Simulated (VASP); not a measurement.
Set up this calculation in VASP 6.6.1, as the native input.

```yaml
Task: single point
Functional: LDA
Potentials_or_basis: VASP PAW LDA potentials, release 64 (Ba_sv, Cr_pv, F)
Cutoff: 520 eV
k_mesh: 4 × 4 × 4
Occupations: gaussian, width 0.05 eV
Spin: collinear spin, ferromagnetic start
Starting_moments: "[0.0, 2.0, 0.0, 0.0, 0.0, 0.0, 0.0, 0.0] μB"
Hubbard_terms: Cr d U = 4.0 eV, J = 0.5 eV
Dipole_correction: no
LDAUTYPE: 1
Hund's_J: 0.5
Further_INCAR_settings: ALGO = Normal; EDIFF = 1e-07; NBANDS = 46
```

The structure of BaCrF6 lies in POSCAR:

```
BaCrF6
1.0
    3.6639988200      2.1154107000      2.3789998200
   -3.6639988200      2.1154107000      2.3789998200
    0.0000000000     -4.2308214000      2.3789998200
Ba Cr F
1 1 6
Direct
    0.5000000000      0.5000000000      0.5000000000
    0.0000000000      0.0000000000      0.0000000000
    0.2600000000      0.8970000000      0.2600000000
    0.2600000000      0.2600000000      0.8970000000
    0.8970000000      0.2600000000      0.2600000000
    0.7400000000      0.1030000000      0.7400000000
    0.1030000000      0.7400000000      0.7400000000
    0.7400000000      0.7400000000      0.1030000000
```

These files were run (other wordings do the same):

INCAR

```
ALGO = Normal ; EDIFF = 1E-7
ENCUT = 520 ; ISIF = 2
ISMEAR = 0 ; ISPIN = 2
LASPH = T ; LCHARG = T
LDAU = T ; LDAUJ = 0 0.5 0
LDAUL = -1 2 -1 ; LDAUPRINT = 1
LDAUTYPE = 1 ; LDAUU = 0 4 0
LELF = T ; LMAXMIX = 4
LORBIT = 11 ; LREAL = F
LVHAR = T ; LWAVE = F
MAGMOM = 0 2 0 0 0 0 0 0 ; NBANDS = 46
NELM = 150 ; PREC = Accurate
SIGMA = 0.05
```

KPOINTS

```
k-points
0
Gamma
  4 4 4
```

Potentials or basis: VASP PAW LDA potentials, release 64 (Ba_sv, Cr_pv, F).

Launch:

```console
$ cat potpaw_LDA.64/Ba_sv/POTCAR potpaw_LDA.64/Cr_pv/POTCAR potpaw_LDA.64/F/POTCAR > POTCAR
$ mpirun -np 1 vasp_std > vasp.out
```

It gave:

```json
{
  "Pressure": "-2.8 GPa",
  "Largest force": "0.639 eV/Å",
  "Band gap on the k mesh": "zero (filled and empty bands overlap)",
  "Net moment": "2.00 μB per cell",
  "Site moments": "Ba +0.00; Cr +2.08; F -0.02 μB",
  "Valence electrons inside the program's atomic spheres": "Ba 7.78; Cr 10.83; F 6.06"
}
```

Caveat: spin-orbit coupling is left out, which moves the levels of the heavy elements; a cell with one magnetic atom can't hold antiferromagnetic order, which such compounds often take.

It took 3.6 min on 1 thread of Oxide Virtual Turin-like Processor, on a shared host, peak memory 0.22 GiB.
